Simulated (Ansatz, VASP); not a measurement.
# One calculation of Mg6F, two programs

```xyz
7
Lattice="3.2034 0.0000 0.0000 -1.6017 7.8153 0.0000 0.0000 0.0000 20.9851" Properties=species:S:1:pos:R:3 pbc="T T T"
Mg    1.6017    5.4612    4.0000
Mg    1.6017    0.3283    4.6117
Mg    0.0000    3.0107    5.2233
Mg    0.0010    5.7949    6.8894
Mg    0.0029    0.6522    7.4337
Mg    1.6026    3.3224    7.9851
F     0.8017    7.2300    8.4851
```

Alike in both runs: task single point; functional PBE; k mesh 9 × 4 × 1; occupations gaussian, width 0.1 eV; no spin polarisation.

|  | VASP | Ansatz |
| --- | --- | --- |
| version | VASP 6.6.1 | Ansatz 0.2.0 |
| potentials or method | VASP PAW PBE potentials, release 64 (Mg, F), cutoff 520 eV | scalar-relativistic, plane waves, PAW |
| valence electrons in the cell | 19 | 67 |

VASP gave:

- gap on the k mesh at the Fermi level (eV): none
- rms of the force components (eV/Å): 0.378

Q: Estimate Ansatz's values.

A: gap on the k mesh at the Fermi level (eV): none; rms of the force components (eV/Å): 0.370.

Atom by atom the forces differ by 0.009 eV/Å (rms over components). A gap of «none» marks a metal or a gap that the smearing closes. VASP's potentials hold 19 valence electrons a cell and Ansatz's 67, so a difference there can come from the potentials and not from the codes.
